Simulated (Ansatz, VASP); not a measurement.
# GaSb in VASP and in Ansatz

```
Sb Ga
1.0
     0.00000    3.05900    3.05900
     3.05900    0.00000    3.05900
     3.05900    3.05900    0.00000
Sb Ga
1 1
Direct
  0.75000 0.75000 0.75000
  0.00000 0.00000 0.00000
```

Alike in both runs: task single point; functional revPBE; k mesh 8 × 8 × 8; occupations fermi-dirac, width 0.05 eV; no spin polarisation.

|  | VASP | Ansatz |
| --- | --- | --- |
| version | VASP 6.6.1 | Ansatz 0.2.0 |
| potentials or method | VASP PAW PBE potentials, release 64 (Sb, Ga_d) | Ansatz PAW |
| plane-wave cutoff (eV) | 520 | 420 |
| valence electrons in the cell | 18 | 28 |

```csv
,VASP,Ansatz,Ansatz less VASP
gap on the k mesh at the Fermi level (eV),0.11,0.11,-0.001
least direct gap on the mesh (eV),0.11,0.11,-0.001
pressure (GPa),3.5,3.5,-0.07
```

VASP's potentials were made for PBE, not for revPBE. The functional is the same, so the differences come from potentials, cutoffs and numerics. VASP's potentials hold 18 valence electrons a cell and Ansatz's 28, so a difference there can come from the potentials and not from the codes.

Spin-orbit coupling is off throughout.
